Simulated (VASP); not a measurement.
Runs of VASP 6.6.1 on LiH. The structure is that of space group F-43m (No. 216), or close to it. The cells are those of the table. 

```tsv
task	level	cell	k mesh	cutoff (eV)	smearing	grid for exact exchange (PRECFOCK)	share of exact exchange	screening parameter	gap on the mesh (eV)
single point	PBE	a = 3.033 Å, angles 60.0°, 2 atoms	6 × 6 × 6	520	gaussian 0.1 eV	-	-	-	4.30
relaxation of cell and atoms	PBE	relaxed from a = 3.831 Å, angles 60.0°, 2 atoms	6 × 6 × 6	600	gaussian 0.1 eV	-	-	-	(b)
single point	PBE	a = 3.831 Å, angles 60.0°, 2 atoms	6 × 6 × 6	520	gaussian 0.1 eV	-	-	-	3.45
single point	HSE06	a = 3.032 Å, angles 60.0°, 2 atoms	8 × 8 × 8	520	gaussian 0.02 eV	Normal	0.25	0.2079 1/Å	(a)
single point	r2SCAN	a = 3.032 Å, angles 60.0°, 2 atoms	10 × 10 × 10	520	gaussian 0.02 eV	-	-	-	4.82
```

Alike in all rows: potentials or basis VASP PAW PBE potentials, release 64 (Li_sv, H); no spin polarisation.

Task: Fill in the values left out.

Result: (a) 5.25; (b) 4.31.

Caveats: some runs use coarse meshes.

A k mesh can miss the band edges.
